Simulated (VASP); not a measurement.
# CdS (P6_3mc) in VASP: phonons with r2SCAN

Aim: the phonons of CdS with r2SCAN.

Everything below comes from runs of VASP 6.6.1. Logs are shortened: lines on timing, memory, paths and dates and some standing lists are left out, and cuts for length are marked.

### 1 The cell of the first run

It takes space group P6_3mc (No. 186, hexagonal). Conventional cell: a = 4.164 Å, b = 4.164 Å, c = 6.765 Å, α = 90.00°, β = 90.00°, γ = 120.00°. Cd (site symmetry 3m) has 4 S at 2.54 to 2.55 Å within 3.4 Å. S (site symmetry 3m) has 4 Cd at 2.54 to 2.55 Å within 3.4 Å.

### 2 Phonons, r2SCAN

INCAR

```
ALGO = Normal ; EDIFF = 1E-8
ENCUT = 520 ; IBRION = 6
ISIF = 2 ; ISMEAR = 0
LASPH = T ; LCHARG = F
LMIXTAU = T ; LREAL = F
LWAVE = F ; METAGGA = R2SCAN
NBANDS = 26 ; NELM = 60
NFREE = 2 ; NSW = 1
POTIM = 0.015 ; PREC = Accurate
SIGMA = 0.05
```

KPOINTS

```
k-points
0
Gamma
  6 6 4
```

POSCAR

```
CdS
1.0
    4.1643074243      0.0000000000      0.0000000000
   -2.0821537122      3.6063960186      0.0000000000
    0.0000000000      0.0000000000      6.7652498085
Cd S
2 2
Direct
    0.3333333333      0.6666666667      0.0040179986
    0.6666666667      0.3333333333      0.5040179986
    0.3333333333      0.6666666667      0.3809820014
    0.6666666667      0.3333333333      0.8809820014
```

Potentials or basis: VASP PAW PBE potentials, release 64 (Cd, S).

Started as:

```
$ cat potpaw_PBE.64/Cd/POTCAR potpaw_PBE.64/S/POTCAR > POTCAR
$ mpirun -np 1 vasp_std > vasp.out
```

OUTCAR:

```text
EDIFF = 1E-8
   ENCUT = 520
   IBRION = 6
   ISIF = 2
   ISMEAR = 0
   LASPH = T
   LREAL = F
   METAGGA = R2SCAN
   NELM = 60
   NFREE = 2
   NSW = 1
   POTIM = 0.015
   PREC = Accurate

 ion  position               nearest neighbor table
   1  0.333  0.667  0.004-   4 2.54   4 2.54   4 2.54   3 2.55
   2  0.667  0.333  0.504-   3 2.54   3 2.54   3 2.54   4 2.55
   3  0.333  0.667  0.381-   2 2.54   2 2.54   2 2.54   1 2.55
   4  0.667  0.333  0.881-   1 2.54   1 2.54   1 2.54   2 2.55

  LATTYP: Found a hexagonal cell.
 ALAT       =     4.1643074243
 C/A-ratio  =     1.6245798206

  Lattice vectors:

 A1 = (   4.1643074243,   0.0000000000,   0.0000000000)
 A2 = (  -2.0821537122,   3.6063960186,   0.0000000000)
 A3 = (   0.0000000000,   0.0000000000,   6.7652498085)

Analysis of symmetry for initial positions (statically):
=====================================================================
 Subroutine PRICEL returns:
 Original cell was already a primitive cell.

 Routine SETGRP: Setting up the symmetry group for a
 hexagonal supercell.

 Subroutine GETGRP returns: Found 12 space group operations
 (whereof  6 operations were pure point group operations)
 out of a pool of 24 trial point group operations.

The static configuration has the point symmetry C_3v.
 The point group associated with its full space group is C_6v.

Analysis of symmetry for dynamics (positions and initial velocities):
=====================================================================
 Subroutine PRICEL returns:
 Original cell was already a primitive cell.

 Routine SETGRP: Setting up the symmetry group for a
 hexagonal supercell.

 Subroutine GETGRP returns: Found 12 space group operations
 (whereof  6 operations were pure point group operations)
 out of a pool of 24 trial point group operations.

The dynamic configuration has the point symmetry C_3v.
 The point group associated with its full space group is C_6v.

 Subroutine INISYM returns: Found 12 space group operations
 (whereof  6 operations are pure point group operations),
 and found     1 'primitive' translations

----------------------------------------------------------------------------------------

                                     Primitive cell

  volume of cell :     101.6015

  direct lattice vectors                    reciprocal lattice vectors
     4.164307424  0.000000000  0.000000000     0.240135969  0.138642567  0.000000000
    -2.082153712  3.606396019  0.000000000     0.000000000  0.277285133  0.000000000
     0.000000000  0.000000000  6.765249809     0.000000000  0.000000000  0.147814202

  length of vectors
     4.164307424  4.164307424  6.765249809     0.277285133  0.277285133  0.147814202

  position of ions in fractional coordinates (direct lattice)
     0.333333333  0.666666667  0.004017999
     0.666666667  0.333333333  0.504017999
     0.333333333  0.666666667  0.380982001
     0.666666667  0.333333333  0.880982001

  ion indices of the primitive-cell ions
   primitive index   ion index
                 1           1
                 2           2
                 3           3
                 4           4

----------------------------------------------------------------------------------------

 KPOINTS: k-points

Automatic generation of k-mesh.
 Grid dimensions read from file:
 generate k-points for:    6    6    4

 Generating k-lattice:

  Cartesian coordinates                     Fractional coordinates (reciprocal lattice)
     0.040022662  0.023107094  0.000000000     0.166666667  0.000000000  0.000000000
     0.000000000  0.046214189  0.000000000     0.000000000  0.166666667  0.000000000
     0.000000000  0.000000000  0.036953550     0.000000000  0.000000000  0.250000000

  Length of vectors
     0.046214189  0.046214189  0.036953550
[... 38 lines left out ...]
   NGX,Y,Z   is equivalent  to a cutoff of  12.77, 12.77, 12.29 a.u.
   NGXF,Y,Z  is equivalent  to a cutoff of  25.55, 25.55, 24.57 a.u.
 SYSTEM =  unknown system
   PREC   = accura    normal or accurate (medium, high low for compatibility)
   ISTART =      0    job   : 0-new  1-cont  2-samecut
   ICHARG =      2    charge: 1-file 2-atom 10-const
   ISPIN  =      1    spin polarized calculation?
   LNONCOLLINEAR =      F non collinear calculations
   LSORBIT =      F    spin-orbit coupling
   LASPH  =      T    aspherical Exc in radial PAW
   ENCUT  =  520.0 eV  38.22 Ry    6.18 a.u.   7.74  7.74 12.58*2*pi/ulx,y,z
   NELM   =     60;   NELMIN=  2; NELMDL= -5     # of ELM steps
   EDIFF  = 0.1E-07   stopping-criterion for ELM
   LREAL  =      F    real-space projection
   EDIFFG = 0.1E-06   stopping-criterion for IOM
   NSW    =     85    number of steps for IOM
   IBRION =      6    ionic relax: 0-MD 1-quasi-New 2-CG
   NFREE  =      2    steps in history (QN), initial steepest desc. (CG)
   ISIF   =      2    stress and relaxation
   ISYM   =      2    0-nonsym 1-usesym 2-fastsym
   POTIM  = 0.0150    time-step for ionic-motion
   TEBEG  =    0.0;   TEEND  =   0.0 temperature during run
   PSTRESS=    0.0 pullay stress
   NELECT =      36.0000    total number of electrons
   NUPDOWN=      -1.0000    fix difference up-down
   EMIN   =  10.00;   EMAX   =-10.00  energy-range for DOS
   EFERMI =   0.00;   METHOD = LEGACY
   ISMEAR =     0;   SIGMA  =   0.05  broadening in eV -4-tet -1-fermi 0-gaus
   EFERMI_NEDOS =   21; number of points for ismear=-14 and -15
   IALGO  =     38    algorithm
   IMIX   =      4    mixing-type and parameters
     AMIX     =   0.40;   BMIX     =  1.00
     AMIX_MAG =   1.60;   BMIX_MAG =  1.00
  volume/ion in A,a.u.               =      25.40       171.41
  Fermi-wavevector in a.u.,A,eV,Ry     =   1.158446  2.189145 18.258968  1.341996
  Thomas-Fermi vector in A             =   2.295048
   LORBIT       =      0    0 simple, 1 ext, 2 COOP (PROOUT), +10 PAW based schemes
   METAGGA = R2SCAN    functional components
   LHFCALC =     F    Hartree Fock is set to
   AEXX    =    0.0000 exact exchange contribution
   IVDW    =     0    specifies the selected vdW correction
   LEPSILON=     F    determine dielectric tensor
   LRPA    =     F    only Hartree local field effects (RPA)
 finite differences with symmetry
 non-spin polarized calculation
 Gauss-broadening in eV      SIGMA  =   0.05
  energy-cutoff  :      520.00
  volume of cell :      101.60
 maximum number of plane-waves:      2786
 NGX is ok and might be reduce to    32
   NGX = 15   NGY = 15   NGZ = 25

--------------------------------------- Ionic step        1  -------------------------------------------

 number of electron      36.0000005 magnetization

 Free energy of the ion-electron system (eV)
  ---------------------------------------------------
  ext. energy  EPLUGINS =         0.00000000
  ---------------------------------------------------
  free energy    TOTEN  =       -59.38088201 eV

  energy without entropy =      -59.38088201  energy(sigma->0) =      -59.38088201

------------------------ aborting loop because EDIFF is reached ----------------------------------------

  FORCE on cell =-STRESS in cart. coord.  units (eV):
  Direction    XX          YY          ZZ          XY          YZ          ZX
  --------------------------------------------------------------------------------------
  -------------------------------------------------------------------------------------
  Total        0.1950605      0.1950605      0.1984510     -0.0000000     -0.0000000      0.0000000
  in kB        3.0759549      3.0759549      3.1294202     -0.0000000     -0.0000000      0.0000000
  external PRESSURE =       3.0937767 kB  Pullay stress =       0.0000000 kB
[... 291 lines left out ...]
--------------------------------------- Ionic step        9  -------------------------------------------

 number of electron      36.0000005 magnetization

 Free energy of the ion-electron system (eV)
  ---------------------------------------------------
  ext. energy  EPLUGINS =         0.00000000
  ---------------------------------------------------
  free energy    TOTEN  =       -59.38002692 eV

  energy without entropy =      -59.38002692  energy(sigma->0) =      -59.38002692

 E-fermi :   1.0651     XC(G=0):  -9.6101

 val. band max:        0.8477584687   @ k =   0.0000   0.0000   0.0000
 cond. band min:       2.4723956000   @ k =   0.0000   0.0000   0.0000
 fundamental gap:      1.6246371313
 Fermi energy:         1.0650605857

 k-point     1 :       0.0000    0.0000    0.0000
  band No.  band energies     occupation
      1     -11.8834      2.00000
      2     -11.4678      2.00000
      3      -7.0211      2.00000
      4      -7.0070      2.00000
      5      -7.0070      2.00000
      6      -6.9187      2.00000
[... 716 lines left out ...]
  FREE ENERGIE OF THE ION-ELECTRON SYSTEM (eV)
  ---------------------------------------------------
  free  energy   TOTEN  =       -59.3800269231 eV

  energy  without entropy=      -59.3800269231  energy(sigma->0) =      -59.38002692

 INTERNAL STRAIN TENSORS FROM DISPLACED ATOMS
 ============================================

 INTERNAL STRAIN TENSOR FOR ION    1 for displacements in x,y,z  (eV/Angst):
          X           Y           Z          XY          YZ          ZX
  --------------------------------------------------------------------------------
  x     0.00000    -0.00000    -0.00000    -5.41760     0.00000    -3.90733
  y    -5.41760     5.41760     0.00000    -0.00000    -3.90733     0.00000
  z    -3.81193    -3.81193     7.51384     0.00000    -0.00000     0.00000

 INTERNAL STRAIN TENSOR FOR ION    4 for displacements in x,y,z  (eV/Angst):
          X           Y           Z          XY          YZ          ZX
  --------------------------------------------------------------------------------
  x    -0.00000     0.00000     0.00000     6.72139    -0.00000     3.90645
  y     6.72139    -6.72139     0.00000     0.00000     3.90645    -0.00000
  z     3.81280     3.81280    -7.44005    -0.00000    -0.00000     0.00000

 Eigenvectors and eigenvalues of the dynamical matrix
 ----------------------------------------------------

   1 f  =    8.926232 THz    56.085168 2PiTHz  297.747043 cm-1    36.915912 meV
             X         Y         Z           dx          dy          dz
     -0.000000  2.404264  0.027183     0.000000    0.000000    0.115303
      2.082154  1.202132  3.409808    -0.000000   -0.000000   -0.115303
     -0.000000  2.404264  2.577438     0.000000    0.000000   -0.697643
      2.082154  1.202132  5.960063    -0.000000   -0.000000    0.697643
[... 71 lines left out ...]
  12 f/i=    0.012142 THz     0.076289 2PiTHz    0.405006 cm-1     0.050214 meV
             X         Y         Z           dx          dy          dz
     -0.000000  2.404264  0.027183     0.000000   -0.000000    0.623123
      2.082154  1.202132  3.409808     0.000000   -0.000000    0.623123
     -0.000000  2.404264  2.577438     0.000000   -0.000000    0.334243
      2.082154  1.202132  5.960063     0.000000   -0.000000    0.334243

 ELASTIC MODULI CONTR FROM IONIC RELAXATION (kBar)
 Direction    XX          YY          ZZ          XY          YZ          ZX
 --------------------------------------------------------------------------------
 XX        -332.3209    137.2037    191.3373      0.0000     -0.0000      0.0000
 YY         137.2037   -332.3209    191.3373      0.0000      0.0000     -0.0000
 ZZ         191.3373    191.3373   -375.2613     -0.0000     -0.0000      0.0000
 XY           0.0000      0.0000     -0.0000   -234.7623     -0.0000      0.0000
 YZ           0.0000     -0.0000     -0.0000     -0.0000    -95.7811      0.0000
 ZX           0.0000     -0.0000      0.0000     -0.0000      0.0000    -95.7810
 --------------------------------------------------------------------------------
```

Wall time 38 min (1 thread of AMD EPYC 9R45 (Zen 5), shared host); peak memory 0.41 GiB.

What came out:

```
Highest phonon frequency at Γ, LO-TO splitting left out : 298 cm⁻¹
```

Phonon frequencies in cm⁻¹ (negative: imaginary):
```
              q point                              frequencies
(0.000, 0.000, 0.000)  0 0 0 42 42 135 226 234 234 248 248 298
```

Caveat: the PAW data sets were made with another functional, which shifts forces and pressure a little.
